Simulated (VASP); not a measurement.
# InH (Pm-3m) in VASP: vibrations by perturbation theory with PBEsol

Aim: the vibrations by perturbation theory of InH with PBEsol.

All numbers are computed with VASP 6.6.1; they aren't measurements. Logs are shortened: lines on timing, memory, paths and dates and some standing lists are left out, and cuts for length are marked.

### Step 1. The cell of the first run

The structure is cubic, space group Pm-3m (No. 221). Conventional cell: a = 3.094 Å, b = 3.094 Å, c = 3.094 Å, α = 90.00°, β = 90.00°, γ = 90.00°. In (site symmetry m-3m) has 8 H at 2.68 Å and 6 In at 3.09 Å within 3.5 Å. Within 3.5 Å of H (site symmetry m-3m) lie 8 In at 2.68 Å and 6 H at 3.09 Å.

### Step 2. Vibrations by perturbation theory, PBEsol

Input file INCAR:

```
SYSTEM = InH
PREC = Accurate ; ENCUT = 520
EDIFF = 1E-8 ; ISMEAR = -1
SIGMA = 0.15 ; LREAL = .False.
LASPH = .True. ; NELM = 80
ALGO = Normal ; ISIF = 2
LWAVE = .False. ; LCHARG = .False.
GGA = PS ; IBRION = 8
NSW = 1
```

Input file KPOINTS:

```
Automatic mesh
0
Gamma
  14 14 14
  0 0 0
```

Input file POSCAR:

```
InH
1.0
    3.0940000000      0.0000000000      0.0000000000
    0.0000000000      3.0940000000      0.0000000000
    0.0000000000      0.0000000000      3.0940000000
In H
1 1
Direct
    0.0000000000      0.0000000000      0.0000000000
    0.5000000000      0.5000000000      0.5000000000
```

Potentials or basis: VASP PAW PBE potentials, release 64 (In_d, H).

The run is started by

```sh
$ cat potpaw_PBE.64/In_d/POTCAR potpaw_PBE.64/H/POTCAR > POTCAR
$ mpirun -np 1 vasp_std > vasp.out
```

OUTCAR:

```text
SYSTEM = InH
   PREC = Accurate
   ENCUT = 520
   EDIFF = 1E-8
   ISMEAR = -1
   LREAL = .False.
   LASPH = .True.
   NELM = 80
   ISIF = 2
   GGA = PS
   IBRION = 8
   NSW = 1

 ion  position               nearest neighbor table
   1  0.000  0.000  0.000-
   2  0.500  0.500  0.500-

  LATTYP: Found a simple cubic cell.
 ALAT       =     3.0940000000

  Lattice vectors:

 A1 = (   3.0940000000,   0.0000000000,   0.0000000000)
 A2 = (   0.0000000000,   3.0940000000,   0.0000000000)
 A3 = (   0.0000000000,   0.0000000000,   3.0940000000)

Analysis of symmetry for initial positions (statically):
=====================================================================
 Subroutine PRICEL returns:
 Original cell was already a primitive cell.

 Routine SETGRP: Setting up the symmetry group for a
 simple cubic supercell.

 Subroutine GETGRP returns: Found 48 space group operations
 (whereof 48 operations were pure point group operations)
 out of a pool of 48 trial point group operations.

The static configuration has the point symmetry O_h .

Analysis of symmetry for dynamics (positions and initial velocities):
=====================================================================
 Subroutine PRICEL returns:
 Original cell was already a primitive cell.

 Routine SETGRP: Setting up the symmetry group for a
 simple cubic supercell.

 Subroutine GETGRP returns: Found 48 space group operations
 (whereof 48 operations were pure point group operations)
 out of a pool of 48 trial point group operations.

The dynamic configuration has the point symmetry O_h .

 Subroutine INISYM returns: Found 48 space group operations
 (whereof 48 operations are pure point group operations),
 and found     1 'primitive' translations

----------------------------------------------------------------------------------------

                                     Primitive cell

  volume of cell :      29.6184

  direct lattice vectors                    reciprocal lattice vectors
     3.094000000  0.000000000  0.000000000     0.323206206  0.000000000  0.000000000
     0.000000000  3.094000000  0.000000000     0.000000000  0.323206206  0.000000000
     0.000000000  0.000000000  3.094000000     0.000000000  0.000000000  0.323206206

  length of vectors
     3.094000000  3.094000000  3.094000000     0.323206206  0.323206206  0.323206206

  position of ions in fractional coordinates (direct lattice)
     0.000000000  0.000000000  0.000000000
     0.500000000  0.500000000  0.500000000

  ion indices of the primitive-cell ions
   primitive index   ion index
                 1           1
                 2           2

----------------------------------------------------------------------------------------

 KPOINTS: Automatic mesh

Automatic generation of k-mesh.
 Grid dimensions read from file:
 generate k-points for:   14   14   14

 Generating k-lattice:

  Cartesian coordinates                     Fractional coordinates (reciprocal lattice)
     0.023086158  0.000000000  0.000000000     0.071428571  0.000000000  0.000000000
     0.000000000  0.023086158  0.000000000     0.000000000  0.071428571  0.000000000
     0.000000000  0.000000000  0.023086158     0.000000000  0.000000000  0.071428571

  Length of vectors
     0.023086158  0.023086158  0.023086158

  Shift w.r.t. Gamma in fractional coordinates (k-lattice)
     0.000000000  0.000000000  0.000000000

 Subroutine IBZKPT returns following result:
 ===========================================

[... 78 lines left out ...]
 non-spin polarized calculation
  energy-cutoff  :      520.00
  volume of cell :       29.62
 maximum number of plane-waves:       840
 NGX is ok and might be reduce to    24
   NGX = 11   NGY = 11   NGZ = 11

--------------------------------------- Ionic step        1  -------------------------------------------

 number of electron      13.9999986 magnetization

 Free energy of the ion-electron system (eV)
  ---------------------------------------------------
  ext. energy  EPLUGINS =         0.00000000
  ---------------------------------------------------
  free energy    TOTEN  =        -5.25574529 eV

  energy without entropy =       -5.21351841  energy(sigma->0) =       -5.23463185

 E-fermi :   6.4841     XC(G=0): -10.4399

 val. band max:        6.4659444996   @ k =   0.2143   0.0714   0.0000
 cond. band min:       6.4968217345   @ k =   0.2143   0.2143   0.1429
 fundamental gap:      0.0308772349
 Fermi energy:         6.4841434343

 k-point     1 :       0.0000    0.0000    0.0000
  band No.  band energies     occupation
      1      -8.3959      2.00000
      2      -8.3959      2.00000
      3      -7.7300      2.00000
      4      -7.7300      2.00000
      5      -7.7300      2.00000
      6      -3.5671      2.00000
      7       9.2267      0.00000
      8      12.8127      0.00000
      9      12.8127      0.00000
     10      12.8127      0.00000
     11      16.3059      0.00000
[... 309 lines left out ...]
 k-point    24 :       0.3571    0.2143    0.0000
  band No.  band energies     occupation
      1      -8.2505      2.00000
      2      -8.0018      2.00000
      3      -7.9111      2.00000
      4      -7.8706      2.00000
      5      -7.7860      2.00000
      6      -0.6236      2.00000
      7       4.0868      2.00000
      8       8.7798      0.00000
      9      12.6039      0.00000
     10      15.9357      0.00000
     11      17.0309      0.00000

 [... further k-points ...]

------------------------ aborting loop because EDIFF is reached ----------------------------------------

  FORCE on cell =-STRESS in cart. coord.  units (eV):
  Direction    XX          YY          ZZ          XY          YZ          ZX
  --------------------------------------------------------------------------------------
  -------------------------------------------------------------------------------------
  Total       -0.0156857     -0.0156857     -0.0156857     -0.0000000     -0.0000000      0.0000000
  in kB       -0.8485047     -0.8485047     -0.8485047     -0.0000000     -0.0000000      0.0000000
  external PRESSURE =      -0.8485047 kB  Pullay stress =       0.0000000 kB

 VOLUME and BASIS-vectors are now :
 -----------------------------------------------------------------------------
  energy-cutoff  :      520.00
  volume of cell :       29.62
      direct lattice vectors                 reciprocal lattice vectors
     3.094000000  0.000000000  0.000000000     0.323206206  0.000000000  0.000000000
     0.000000000  3.094000000  0.000000000     0.000000000  0.323206206  0.000000000
     0.000000000  0.000000000  3.094000000     0.000000000  0.000000000  0.323206206

 POSITION                                       TOTAL-FORCE (eV/Angst)
 -----------------------------------------------------------------------------------
      0.00000      0.00000      0.00000         0.000000      0.000000      0.000000
      1.54700      1.54700      1.54700         0.000000      0.000000      0.000000
 -----------------------------------------------------------------------------------
    total drift:                                0.000000      0.000000      0.000000

  FREE ENERGIE OF THE ION-ELECTRON SYSTEM (eV)
  ---------------------------------------------------
  free  energy   TOTEN  =        -5.2557452935 eV

  energy  without entropy=       -5.2135184078  energy(sigma->0) =       -5.23463185

[... ionic steps 2 to 3 ...]

--------------------------------------- Ionic step        4  -------------------------------------------

------------------------ aborting loop because EDIFF is reached ----------------------------------------

[... ionic steps 5 to 6 ...]

--------------------------------------- Ionic step        7  -------------------------------------------

 Free energy of the ion-electron system (eV)
  ---------------------------------------------------
  ---------------------------------------------------
  free energy    TOTEN  =        -0.01454710 eV

  energy without entropy =       -0.01454711

------------------------ aborting loop because EDIFF is reached ----------------------------------------

 INTERNAL STRAIN TENSOR  FOR ION    2  DIRECTION 1   (eV/Angst):
 -----------------------------------------------------------------------------
    -0.03702 -0.00000  0.00000
     0.00000  0.01790  0.00000
    -0.00000  0.00000  0.01790

 INTERNAL STRAIN TENSOR FOR ION    2 for displacements in x,y,z  (eV/Angst):
          X           Y           Z          XY          YZ          ZX
  --------------------------------------------------------------------------------
  x     0.00000     0.00000     0.00000     0.00000     0.00000     0.00000
  y     0.00000     0.00000     0.00000     0.00000     0.00000     0.00000
  z     0.00000     0.00000     0.00000     0.00000     0.00000     0.00000

 SECOND DERIVATIVES (NOT SYMMETRIZED)
 ------------------------------------
               1X          1Y          1Z          2X          2Y          2Z
  1X     0.789302    0.000000    0.000000   -0.789302   -0.000000   -0.000000
  1Y     0.000000    0.789302    0.000000   -0.000000   -0.789302   -0.000000
  1Z     0.000000    0.000000    0.789302   -0.000000   -0.000000   -0.789302
  2X    -0.754587    0.000000    0.000000    0.754587    0.000000    0.000000
  2Y     0.000000   -0.754587    0.000000    0.000000    0.754587    0.000000
  2Z     0.000000    0.000000   -0.754587    0.000000    0.000000    0.754587

 Eigenvectors and eigenvalues of the dynamical matrix
 ----------------------------------------------------

   1 f  =    0.029021 THz     0.182342 2PiTHz    0.968022 cm-1     0.120019 meV
             X         Y         Z           dx          dy          dz
      0.000000  0.000000  0.000000     0.052776    0.584039    0.804413
      1.547000  1.547000  1.547000     0.005039    0.055758    0.076797
[... 21 lines left out ...]
   6 f/i=   13.641926 THz    85.714752 2PiTHz  455.045685 cm-1    56.418449 meV
             X         Y         Z           dx          dy          dz
      0.000000  0.000000  0.000000     0.018766    0.093166    0.000000
      1.547000  1.547000  1.547000    -0.196566   -0.975874   -0.000000

--------------------------------------------------------------------------------------------------------

 ELASTIC MODULI CONTR FROM IONIC RELAXATION (kBar)
 Direction    XX          YY          ZZ          XY          YZ          ZX
 --------------------------------------------------------------------------------
 XX           0.0000      0.0000      0.0000      0.0000      0.0000      0.0000
 YY           0.0000      0.0000      0.0000      0.0000      0.0000      0.0000
 ZZ           0.0000      0.0000      0.0000      0.0000      0.0000      0.0000
 XY           0.0000      0.0000      0.0000      0.0000      0.0000      0.0000
 YZ           0.0000      0.0000      0.0000      0.0000      0.0000      0.0000
 ZX           0.0000      0.0000      0.0000      0.0000      0.0000      0.0000
 --------------------------------------------------------------------------------
```

Wall time 3.1 min (1 thread of Intel Xeon Platinum 8259CL at 2.50GHz (Skylake/Cascade Lake), shared host); peak memory 0.33 GiB.

Results:

```
Highest phonon frequency at Γ : 1 cm⁻¹
Most unstable mode            : 455i cm⁻¹
```

Phonon frequencies in cm⁻¹ (negative: imaginary):
```tsv
q point	frequencies
(0.000, 0.000, 0.000)	-455 -455 -455 1 1 1
```

Caveat: some modes are imaginary; the PAW data sets were made with another functional, which shifts forces and pressure a little; spin-orbit coupling is left out, which moves the levels of the heavy elements.
